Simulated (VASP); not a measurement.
Runs of VASP 6.6.1 on Zr. The structure is that of space group P6_3/mmc (No. 194), or close to it. The cells are those of the table. 

```csv
task,level,potentials or basis,cell,cutoff (eV),gap on the mesh (eV),pressure (GPa),relaxed volume (Å³/atom)
single point,LDA,"VASP PAW LDA potentials, release 64 (Zr_sv)","a = 3.146, b = 3.146, c = 5.088 Å, angles 90.0, 90.0, 120.0°, 2 atoms",520,none,0.1,-
single point,revPBE+D3(BJ),"VASP PAW PBE potentials, release 64 (Zr_sv)","a = 3.161, b = 3.161, c = 5.104 Å, angles 90.0, 90.0, 120.0°, 2 atoms",520,none,0.0,-
relaxation of cell and atoms,r2SCAN,"VASP PAW PBE potentials, release 64 (Zr_sv)","relaxed from a = 3.232, b = 3.232, c = 5.147 Å, angles 90.0, 90.0, 120.0°, 2 atoms",600,none,0.0,23.48
relaxation of cell and atoms,r2SCAN+rVV10,"VASP PAW PBE potentials, release 64 (Zr_sv)","relaxed from a = 3.232, b = 3.232, c = 5.147 Å, angles 90.0, 90.0, 120.0°, 2 atoms",600,none,0.0,23.30
relaxation of cell and atoms,revPBE+D3(BJ),"VASP PAW PBE potentials, release 64 (Zr_sv)","relaxed from a = 3.232, b = 3.232, c = 5.147 Å, angles 90.0, 90.0, 120.0°, 2 atoms",600,none,0.1,(a)
```

Alike in all rows: no spin polarisation; k mesh 9 × 9 × 5; smearing methfessel-paxton 0.1 eV.

Problem. Estimate the missing entries.

Solution. (a) 22.08.

Caveats: the PAW data sets were made with another functional, which shifts forces and pressure a little (some runs); pairwise dispersion overbinds metals, which lowers pressure and volume (some runs).

A k mesh can miss the band edges, and the runs leave out spin-orbit coupling on Zr.

A gap of «none» marks levels without a gap at the run's occupations.
